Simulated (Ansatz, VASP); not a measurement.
Two plane-wave programs on Ge

```
CELL_PARAMETERS angstrom
0.00000 3.01680 3.01680
3.01680 0.00000 3.01680
3.01680 3.01680 0.00000
ATOMIC_POSITIONS crystal
Ge 0.00000 0.00000 0.00000
Ge 0.25000 0.25000 0.25000
```

Alike in both runs: task single point; functional PBE; k mesh 6 × 6 × 6; occupations gaussian, width 0.1 eV; no spin polarisation.

```csv
,VASP,Ansatz
version,VASP 6.6.1,Ansatz 0.2.0
potentials or method,"VASP PAW PBE potentials, release 64 (Ge_d), cutoff 500 eV","scalar-relativistic, plane waves, PAW"
valence electrons in the cell,28,28
```

|  | VASP | Ansatz | Ansatz less VASP |
| --- | --- | --- | --- |
| gap on the k mesh at the Fermi level (eV) | none | none | - |
| pressure (GPa) | -5.8 | -5.8 | +0.07 |

A gap of «none» marks a metal or a gap that the smearing closes.
